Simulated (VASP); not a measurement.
The system is La2O3.

```
La O
1.0
     6.41246    0.00000    0.00000
    -3.20623    5.55335    0.00000
     0.00000    0.00000    3.31168
La O
2 3
Direct
  0.66667 0.33333 0.49810
  0.33333 0.66667 0.50190
  0.50461 0.00000 0.00000
  0.00000 0.50461 0.00000
  0.49539 0.49539 0.00000
```

This cell differs from its parent crystal: volume scaled by 1.02.

Base run:

| Item | Value |
| --- | --- |
| Program | VASP 6.6.1 |
| Functional | PBE |
| Potentials or basis | VASP PAW PBE potentials, release 64 (La, O) |
| Cutoff | 520 eV |
| k mesh | 5 × 5 × 8 |
| Occupations | fermi-dirac, width 0.05 eV |
| Spin | no spin polarisation |

Its results: band gap on the k mesh 1.73 eV, indirect (least direct gap 2.11 eV); pressure -2.0 GPa; largest force 0.042 eV/Å.

Task: The run is repeated on the same cell with these changes: functional from PBE to PBEsol; further incar settings from ALGO = Normal; EDIFF = 1e-07; NBANDS = 28 to ALGO = Normal; EDIFF = 1e-06; NBANDS = 28. What comes out?

Result: Band gap on the k mesh 1.65 eV, indirect (least direct gap 2.04 eV); pressure -4.9 GPa; largest force 0.050 eV/Å.

Caveats: spin-orbit coupling is left out, which moves the levels of the heavy elements; the PAW data sets were made with another functional, which shifts forces and pressure a little (some runs).

A k mesh can miss the band edges.
